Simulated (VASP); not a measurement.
# H4C2O in VASP: further runs, part 2 of 2

VASP 6.6.1. Earlier steps stand in the parts before.

### 3 Single point, PBE+D3(BJ)

File INCAR:

```
SYSTEM = H4C2O
  PREC = Accurate
  ENCUT = 910
  EDIFF = 1E-6
  ISMEAR = -1
  SIGMA = 0.02
  LREAL = Auto
  LASPH = .TRUE.
  NELM = 120
  ALGO = Normal
  ISIF = 2
  LWAVE = .FALSE.
  LCHARG = .FALSE.
  GGA = PE
  IVDW = 12
  NBANDS = 56
  GGA_COMPAT = .FALSE.
```

File KPOINTS:

```
Automatic mesh
0
G
  1 1 1
  0 0 0
```

File POSCAR:

```
H4C2O
1.0
    8.5689890000      0.0000000000      0.0000000000
    0.0000000000      8.5689890000      0.0000000000
    0.0000000000      0.0000000000      8.5689890000
O C H
4 8 16
Direct
    0.5916849324      0.0075762644     -0.0332204967
    0.5805262850      0.8665651018      0.3094333390
    0.2236368125      0.8695479040      0.5735840256
   -0.0002625144      0.4849898336      0.6991775937
    0.7115660409      0.0646344574     -0.0329634752
    0.5610471738      0.9816841499      0.3727363672
    0.1976817835      0.8029045174      0.4617991305
   -0.0496130731      0.5711147843      0.6110413062
    0.3980268338      0.4603536305      0.5719673790
    0.0483724795      0.5443364166      0.1094472082
    0.5992509817      0.4108249854      0.1896935763
    0.0939414431      0.1473442937      0.3047416003
    0.3487421048      0.4903867152      0.6862375256
    0.5181769405      0.5034624880      0.5643325334
    0.3277621088      0.5143023382      0.4791022275
    0.3973781481      0.3330284881      0.5565623553
    0.1471940925      0.5276631525      0.1888282586
   -0.0429587721      0.6103041899      0.1698034221
    0.0025152926      0.4305350256      0.0731779706
    0.0872136145      0.6096901459      0.0065448407
    0.4901219179      0.3679648938      0.2422383770
    0.6675790318      0.4743806178      0.2777116667
    0.5724912788      0.4892840426      0.0923364664
    0.6683767433      0.3113782003      0.1466250245
    0.1951757509      0.1488939391      0.3827689528
    0.0327286670      0.0359220135      0.3164887711
    0.1328527098      0.1614746170      0.1838417365
    0.0147571921      0.2426019932      0.3356094171
```

Potentials or basis: VASP PAW PBE potentials, release 64 (O_h, C_h, H_h).

The run is started by

```console
> cat potpaw_PBE.64/O_h/POTCAR potpaw_PBE.64/C_h/POTCAR potpaw_PBE.64/H_h/POTCAR > POTCAR
> mpirun -np 1 vasp_gam > vasp.out
```

OUTCAR:

```text
SYSTEM = H4C2O
   PREC = Accurate
   ENCUT = 910
   EDIFF = 1E-6
   ISMEAR = -1
   LREAL = Auto
   LASPH = .TRUE.
   NELM = 120
   ISIF = 2
   GGA = PE
   IVDW = 12
 IVDW          = 12

 ion  position               nearest neighbor table
   1  0.592  0.008  0.967-   5 1.14
   2  0.581  0.867  0.309-   6 1.14
   3  0.224  0.870  0.574-   7 1.14
   4  1.000  0.485  0.699-   8 1.14
   5  0.712  0.065  0.967-   1 1.14
   6  0.561  0.982  0.373-   2 1.14
   7  0.198  0.803  0.462-   3 1.14
   8  0.950  0.571  0.611-   4 1.14
   9  0.398  0.460  0.572-  14 1.10  13 1.10  16 1.10  15 1.10
  10  0.048  0.544  0.109-  18 1.10  17 1.10  20 1.10  19 1.10
  11  0.599  0.411  0.190-  23 1.10  22 1.10  21 1.10  24 1.10
  12  0.094  0.147  0.305-  28 1.09  26 1.09  27 1.10  25 1.10
  13  0.349  0.490  0.686-   9 1.10
  14  0.518  0.503  0.564-   9 1.10
  15  0.328  0.514  0.479-   9 1.10
  16  0.397  0.333  0.557-   9 1.10
  17  0.147  0.528  0.189-  10 1.10
  18  0.957  0.610  0.170-  10 1.10
[... 8 lines left out ...]
  27  0.133  0.161  0.184-  12 1.10
  28  0.015  0.243  0.336-  12 1.09

  LATTYP: Found a simple cubic cell.
 ALAT       =     8.5689890000

  Lattice vectors:

 A1 = (   8.5689890000,   0.0000000000,   0.0000000000)
 A2 = (   0.0000000000,   8.5689890000,   0.0000000000)
 A3 = (   0.0000000000,   0.0000000000,   8.5689890000)

Analysis of symmetry for initial positions (statically):
=====================================================================
 Subroutine PRICEL returns:
 Original cell was already a primitive cell.

 Routine SETGRP: Setting up the symmetry group for a
 simple cubic supercell.

 Subroutine GETGRP returns: Found  1 space group operations
 (whereof  1 operations were pure point group operations)
 out of a pool of 48 trial point group operations.

The static configuration has the point symmetry C_1 .

Analysis of symmetry for dynamics (positions and initial velocities):
=====================================================================
 Subroutine PRICEL returns:
 Original cell was already a primitive cell.

 Routine SETGRP: Setting up the symmetry group for a
 simple cubic supercell.

 Subroutine GETGRP returns: Found  1 space group operations
 (whereof  1 operations were pure point group operations)
 out of a pool of 48 trial point group operations.

The dynamic configuration has the point symmetry C_1 .

 Subroutine INISYM returns: Found  1 space group operations
 (whereof  1 operations are pure point group operations),
 and found     1 'primitive' translations

----------------------------------------------------------------------------------------

                                     Primitive cell

  volume of cell :     629.2001

  direct lattice vectors                    reciprocal lattice vectors
     8.568989000  0.000000000  0.000000000     0.116699881  0.000000000  0.000000000
     0.000000000  8.568989000  0.000000000     0.000000000  0.116699881  0.000000000
     0.000000000  0.000000000  8.568989000     0.000000000  0.000000000  0.116699881

  length of vectors
     8.568989000  8.568989000  8.568989000     0.116699881  0.116699881  0.116699881

  position of ions in fractional coordinates (direct lattice)
     0.591684932  0.007576264  0.966779503
     0.580526285  0.866565102  0.309433339
     0.223636812  0.869547904  0.573584026
     0.999737486  0.484989834  0.699177594
     0.711566041  0.064634457  0.967036525
     0.561047174  0.981684150  0.372736367
[... 20 lines left out ...]
     0.132852710  0.161474617  0.183841736
     0.014757192  0.242601993  0.335609417

  ion indices of the primitive-cell ions
   primitive index   ion index
                 1           1
                 2           2
                 3           3
                 4           4
                 5           5
                 6           6
[... 20 lines left out ...]
                27          27
                28          28

----------------------------------------------------------------------------------------

 KPOINTS: Automatic mesh

Automatic generation of k-mesh.
 Grid dimensions read from file:
 generate k-points for:    1    1    1

 Generating k-lattice:

  Cartesian coordinates                     Fractional coordinates (reciprocal lattice)
     0.116699881  0.000000000  0.000000000     1.000000000  0.000000000  0.000000000
     0.000000000  0.116699881  0.000000000     0.000000000  1.000000000  0.000000000
     0.000000000  0.000000000  0.116699881     0.000000000  0.000000000  1.000000000

  Length of vectors
     0.116699881  0.116699881  0.116699881

  Shift w.r.t. Gamma in fractional coordinates (k-lattice)
     0.000000000  0.000000000  0.000000000

 Subroutine IBZKPT returns following result:
 ===========================================

 Found      1 irreducible k-points:

 Following reciprocal coordinates:
            Coordinates               Weight
  0.000000  0.000000  0.000000      1.000000
   k-points           NKPTS =      1   k-points in BZ     NKDIM =      1   number of bands    NBANDS=     56
   number of dos      NEDOS =    301   number of ions     NIONS =     28
   total plane-waves  NPLWV = 592704
   dimension x,y,z NGX =    84 NGY =   84 NGZ =   84
   dimension x,y,z NGXF=   168 NGYF=  168 NGZF=  168
   ions per type =               4   8  16
   NGX,Y,Z   is equivalent  to a cutoff of  16.30, 16.30, 16.30 a.u.
   NGXF,Y,Z  is equivalent  to a cutoff of  32.59, 32.59, 32.59 a.u.
 SYSTEM =  H4C2O
   PREC   = accura    normal or accurate (medium, high low for compatibility)
   ISTART =      0    job   : 0-new  1-cont  2-samecut
   ICHARG =      2    charge: 1-file 2-atom 10-const
   ISPIN  =      1    spin polarized calculation?
   LNONCOLLINEAR =      F non collinear calculations
   LSORBIT =      F    spin-orbit coupling
   LASPH  =      T    aspherical Exc in radial PAW
   ENCUT  =  910.0 eV  66.88 Ry    8.18 a.u.  21.08 21.08 21.08*2*pi/ulx,y,z
   NELM   =    120;   NELMIN=  2; NELMDL= -5     # of ELM steps
   EDIFF  = 0.1E-05   stopping-criterion for ELM
   LREAL  =      T    real-space projection
   EDIFFG = 0.1E-04   stopping-criterion for IOM
   NSW    =      0    number of steps for IOM
   IBRION =     -1    ionic relax: 0-MD 1-quasi-New 2-CG
   NFREE  =      0    steps in history (QN), initial steepest desc. (CG)
   ISIF   =      2    stress and relaxation
   ISYM   =      2    0-nonsym 1-usesym 2-fastsym
   POTIM  = 0.5000    time-step for ionic-motion
   TEBEG  =    0.0;   TEEND  =   0.0 temperature during run
   PSTRESS=    0.0 pullay stress
   NELECT =      72.0000    total number of electrons
   NUPDOWN=      -1.0000    fix difference up-down
   EMIN   =  10.00;   EMAX   =-10.00  energy-range for DOS
   EFERMI =   0.00;   METHOD = LEGACY
   ISMEAR =    -1;   SIGMA  =   0.02  broadening in eV -4-tet -1-fermi 0-gaus
   EFERMI_NEDOS =   21; number of points for ismear=-14 and -15
   IALGO  =     38    algorithm
   IMIX   =      4    mixing-type and parameters
     AMIX     =   0.40;   BMIX     =  1.00
     AMIX_MAG =   1.60;   BMIX_MAG =  1.00
  volume/ion in A,a.u.               =      22.47       151.64
  Fermi-wavevector in a.u.,A,eV,Ry     =   0.794797  1.501948  8.594826  0.631702
  Thomas-Fermi vector in A             =   1.900999
   LORBIT       =      0    0 simple, 1 ext, 2 COOP (PROOUT), +10 PAW based schemes
   GGA     = PE    functional components
   LHFCALC =     F    Hartree Fock is set to
   AEXX    =    0.0000 exact exchange contribution
   IVDW    =    12    specifies the selected vdW correction
   LEPSILON=     F    determine dielectric tensor
   LRPA    =     F    only Hartree local field effects (RPA)
 non-spin polarized calculation
  energy-cutoff  :      910.00
  volume of cell :      629.20
 maximum number of plane-waves:     19564
   NGX = 43   NGY = 43   NGZ = 43

 number of electron      71.9999998 magnetization

 Free energy of the ion-electron system (eV)
  ---------------------------------------------------
  ext. energy  EPLUGINS =         0.00000000
  ---------------------------------------------------
  free energy    TOTEN  =      -156.02807551 eV

  energy without entropy =     -156.02807551  energy(sigma->0) =     -156.02807551

 E-fermi :  -6.1537     XC(G=0):  -4.7288

 val. band max:       -6.7148151969   @ k =   0.0000   0.0000   0.0000
 cond. band min:      -0.5396270010   @ k =   0.0000   0.0000   0.0000
 fundamental gap:      6.1751881959
 Fermi energy:        -6.1537432514

 k-point     1 :       0.0000    0.0000    0.0000
  band No.  band energies     occupation
      1     -27.3192      2.00000
      2     -27.2877      2.00000
      3     -27.2677      2.00000
      4     -27.2326      2.00000
      5     -15.1604      2.00000
      6     -15.1092      2.00000
[... 40 lines left out ...]
     47       2.5312      0.00000
     48       2.5718      0.00000
 [bands above 48 left out]

------------------------ aborting loop because EDIFF is reached ----------------------------------------

 Edisp (eV)   -0.68884

 E8    (eV) :    -0.1564

  FORCE on cell =-STRESS in cart. coord.  units (eV):
  Direction    XX          YY          ZZ          XY          YZ          ZX
  --------------------------------------------------------------------------------------
  -------------------------------------------------------------------------------------
  Total      -1.44072    -1.26214    -1.06617    -0.03335    -0.35723    -0.18684
  in kB      -3.66861    -3.21387    -2.71487    -0.08492    -0.90964    -0.47576
  external pressure =       -3.20 kB  Pullay stress =        0.00 kB

 VOLUME and BASIS-vectors are now :
 -----------------------------------------------------------------------------
  energy-cutoff  :      910.00
  volume of cell :      629.20
      direct lattice vectors                 reciprocal lattice vectors
     8.568989000  0.000000000  0.000000000     0.116699881  0.000000000  0.000000000
     0.000000000  8.568989000  0.000000000     0.000000000  0.116699881  0.000000000
     0.000000000  0.000000000  8.568989000     0.000000000  0.000000000  0.116699881

 POSITION                                       TOTAL-FORCE (eV/Angst)
 -----------------------------------------------------------------------------------
      5.07014      0.06492      8.28432         0.221389      0.100800     -0.045185
      4.97452      7.42559      2.65153        -0.029746      0.249368      0.175106
      1.91634      7.45115      4.91504        -0.012546     -0.084987     -0.073745
      8.56674      4.15587      5.99125        -0.113531      0.169585     -0.199957
      6.09740      0.55385      8.28653        -0.207046     -0.117427     -0.026549
      4.80761      8.41204      3.19397         0.049537     -0.251227     -0.134893
[... 20 lines left out ...]
      1.13841      1.38367      1.57534        -0.003864      0.018788     -0.006583
      0.12645      2.07885      2.87583        -0.019765      0.051132     -0.001305
 -----------------------------------------------------------------------------------
    total drift:                                0.000399      0.007715     -0.005372

  FREE ENERGIE OF THE ION-ELECTRON SYSTEM (eV)
  ---------------------------------------------------
  free  energy   TOTEN  =      -156.7169132642 eV

  energy  without entropy=     -156.7169132642  energy(sigma->0) =     -156.71691326
```

Wall time 1.8 min (1 thread of Intel Xeon 6975P-C (Granite Rapids), shared host); peak memory 1 GiB.

Results:

```yaml
Free_energy: -156.7169 eV
Pressure: -0.3 GPa
Largest_force: 0.306 eV/Å
Band_gap_on_the_k_mesh: 6.18 eV
Dispersion_energy_per_atom: -0.025 eV
```

Forces in eV/Å, atoms in the order of the input:
```
O    0.221  0.101 -0.045
O   -0.030  0.249  0.175
O   -0.013 -0.085 -0.074
O   -0.114  0.170 -0.200
C   -0.207 -0.117 -0.027
C    0.050 -0.251 -0.135
C    0.046  0.063  0.124
C    0.037 -0.226  0.192
C   -0.068 -0.043 -0.050
C    0.019  0.001 -0.015
C    0.027 -0.130  0.089
C    0.020  0.012 -0.023
H    0.009 -0.029 -0.048
H   -0.006 -0.004 -0.010
H    0.076 -0.061  0.093
H    0.012  0.104  0.034
H   -0.004 -0.002 -0.015
H   -0.016  0.001  0.001
H    0.009  0.046  0.000
H   -0.007 -0.012  0.029
H    0.175  0.061 -0.079
H   -0.084 -0.065 -0.068
H   -0.007 -0.005 -0.006
H   -0.090  0.169  0.073
H   -0.003  0.023  0.000
H   -0.028 -0.037 -0.005
H   -0.004  0.019 -0.007
H   -0.020  0.051 -0.001
```

Levels at points of the mesh, in eV from the valence-band top:
| k point | band 34 | band 35 | band 36 | band 37 | band 38 | band 39 |
| --- | --- | --- | --- | --- | --- | --- |
| (0.00, 0.00, 0.00) | -0.40 | -0.23 | 0.00 | 6.18 | 6.37 | 6.48 |

Caveat: the k points lie up to 0.73 Å⁻¹ apart; the cutoff is under 1.25 times the usual one of these potentials, so pressure, stress and relaxed cells hold a basis-set (Pulay) error.
